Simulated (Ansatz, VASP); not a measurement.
**Nb in VASP and in Ansatz**

Contents of INCAR:

```
SYSTEM = Nb
ALGO     = Normal         ! electronic algorithm
EDIFF    = 1E-6           ! SCF threshold, eV
ENCUT    = 520            ! plane-wave cutoff, eV
GGA      = PE             ! functional
ISIF     = 2              ! what is computed and relaxed
ISMEAR   = -1             ! smearing method
LASPH    = .TRUE.         ! aspherical terms in the spheres
LCHARG   = .FALSE.        ! write CHGCAR
LREAL    = .FALSE.        ! projectors in reciprocal space
LWAVE    = .FALSE.        ! write WAVECAR
NBANDS   = 12             ! bands
NELM     = 80             ! most SCF steps
PREC     = Accurate       ! precision mode
SIGMA    = 0.08           ! smearing width, eV
```

Contents of KPOINTS:

```
k-points
0
G
  17 17 17
  0 0 0
```

Contents of POSCAR:

```
Nb
1.0
    0.0000000000      1.7792497802      1.7792497802
    1.7792497802      0.0000000000      1.7792497802
    1.7792497802      1.7792497802      0.0000000000
Nb
1
Direct
    0.0000000000      0.0000000000      0.0000000000
```

Input for Ansatz:

```yaml
crystal:
  lattice:
    - [0.0, 1.7792497802, 1.7792497802]
    - [1.7792497802, 0.0, 1.7792497802]
    - [1.7792497802, 1.7792497802, 0.0]
  atoms:
    - { symbol: Nb, position: [0.0, 0.0, 0.0] }
kpoints:
  mp_grid: { grid: [17, 17, 17] }
scf:
  occupations: { method: fermi_dirac, width: 0.08 }
hamiltonian:
  xc: pbe
  pseudopotentials: { kind: all_electron, lapw: { basis_error: 0.001 } }
output:
  forces: true
  stress: true
  eigenvalues: true
  populations: true
```

Change from the starting cell: volume scaled by 0.6, LAPW.

Alike in both runs: task single point; functional PBE; k mesh 17 × 17 × 17; occupations fermi-dirac, width 0.08 eV; no spin polarisation.

|  | VASP | Ansatz |
| --- | --- | --- |
| version | VASP 6.6.1 | Ansatz 0.2.0 |
| potentials or method | VASP PAW PBE potentials, release 64 (Nb_sv), cutoff 520 eV | all-electron LAPW, scalar-relativistic |

```csv
,VASP,Ansatz,Ansatz less VASP
pressure (GPa),199.7,199.2,-0.40
```

Both programs put the cell under a high pressure, so it lies far from rest at this level. Ansatz ran all-electron here, and VASP with PAW potentials.

Noted on VASP's run: the cell as given lies far from equilibrium.
